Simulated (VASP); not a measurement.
Here is a VASP 6.6.1 calculation.

INCAR

```
SYSTEM = In
PREC = Accurate
ENCUT = 520
EDIFF = 1E-6
ISMEAR = -1
SIGMA = 0.1
LREAL = .False.
LASPH = .True.
NELM = 60
ALGO = Normal
ISIF = 2
LWAVE = .False.
LCHARG = .False.
GGA = RP
NBANDS = 12
```

The input KPOINTS:

```
Automatic mesh
0
Gamma
  13 13 13
  0 0 0
```

Contents of POSCAR:

```
In
1.0
    0.0000000000      2.4954954613      2.4954954613
    2.4954954613      0.0000000000      2.4954954613
    2.4954954613      2.4954954613      0.0000000000
In
1
Direct
    0.0000000000      0.0000000000      0.0000000000
```

Potentials or basis: VASP PAW PBE potentials, release 64 (In_d).

Launch:

```bash
$ cat potpaw_PBE.64/In_d/POTCAR > POTCAR
$ mpirun -np 1 vasp_std > vasp.out
```

(1) What does it give for the pressure?

Results:

(1) -1.9 GPa.

Caveat: the PAW data sets were made with another functional, which shifts forces and pressure a little.
